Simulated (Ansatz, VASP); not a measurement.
## Two plane-wave programs on Sn2Se

```
Sn Se
1.0
     5.66581    0.00000    0.00000
     0.00000    5.66581    0.00000
     0.00000    0.00000    3.01477
Sn Se
2 1
Direct
  0.00000 0.50000 0.50000
  0.50000 0.00000 0.50000
  0.50000 0.50000 0.50000
```

Alike in both runs: functional PBE; k mesh 4 × 4 × 6; occupations gaussian, width 0.1 eV; no spin polarisation.

Ansatz relaxed the structure, and its values are those at the end. VASP's run is a single point on that final structure, the one shown.

|  | VASP | Ansatz |
| --- | --- | --- |
| version | VASP 6.6.1 | Ansatz 0.2.0 |
| potentials or method | VASP PAW PBE potentials, release 64 (Sn_d, Se), cutoff 520 eV | scalar-relativistic, plane waves, PAW |
| valence electrons in the cell | 34 | 44 |

|  | VASP | Ansatz | Ansatz less VASP |
| --- | --- | --- | --- |
| gap on the k mesh at the Fermi level (eV) | none | none | - |
| pressure (GPa) | -0.2 | -0.2 | +0.02 |

A gap of «none» marks a metal or a gap that the smearing closes. The functional is the same, so the differences come from potentials, cutoffs and numerics. VASP's potentials hold 34 valence electrons a cell and Ansatz's 44, so a difference there can come from the potentials and not from the codes.
